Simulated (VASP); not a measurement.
Here is a VASP 6.6.1 calculation.

Contents of POSCAR:

```
HfB
1.0
    0.0000000000      2.4693678968      2.4693678968
    2.4693678968      0.0000000000      2.4693678968
    2.4693678968      2.4693678968      0.0000000000
Hf B
1 1
Direct
    0.5000000000      0.5000000000      0.5000000000
    0.0000000000      0.0000000000      0.0000000000
```

Contents of INCAR.step1:

```
  PREC = Accurate
  ENCUT = 520
  ISMEAR = -1
  SIGMA = 0.05
  LREAL = False
  LASPH = True
  NELM = 150
  LMAXMIX = 4
  LDAU = True
  LDAUTYPE = 2
  LDAUL = 2 -1
  LDAUU = 6 0
  LDAUJ = 0 0
  NBANDS = 14
  GGA = PE
  ALGO = Normal
  EDIFF = 1E-4
  LWAVE = True
  LCHARG = False
```

Contents of INCAR.step2:

```
  PREC = Accurate
  ENCUT = 520
  EDIFF = 1E-7
  ISMEAR = -1
  SIGMA = 0.05
  LREAL = False
  LASPH = True
  NELM = 150
  ALGO = Normal
  ISIF = 2
  LWAVE = False
  LCHARG = True
  LMAXMIX = 4
  LDAU = True
  LDAUTYPE = 2
  LDAUL = 2 -1
  LDAUU = 6 0
  LDAUJ = 0 0
  LDAUPRINT = 1
  METAGGA = R2SCAN
  LMIXTAU = True
  LELF = True
  LVHAR = True
  NBANDS = 14
  ISTART = 1
```

File KPOINTS:

```
regular mesh
0
Gamma
  10 10 10
```

Potentials or basis: VASP PAW PBE potentials, release 64 (Hf_pv, B).

Run with:

```sh
$ cat potpaw_PBE.64/Hf_pv/POTCAR potpaw_PBE.64/B/POTCAR > POTCAR
$ cp INCAR.step1 INCAR
$ mpirun -np 1 vasp_std > vasp.out
$ cp INCAR.step2 INCAR
$ mpirun -np 1 vasp_std > vasp.out
```

Q: Predict the pressure.

A: 3.6 GPa.

Eigenvalues of the final occupation matrices:
```
    site  spin  trace               eigenvalues
site 1 d     1   0.67  0.08 0.08 0.08 0.22 0.22
site 1 d     2   0.67  0.08 0.08 0.08 0.22 0.22
```

Caveat: the PAW data sets were made with another functional, which shifts forces and pressure a little; spin-orbit coupling is left out, which moves the levels of the heavy elements; U without spin polarisation on a metal has little footing; the U is typed as a test and isn't derived for this compound.
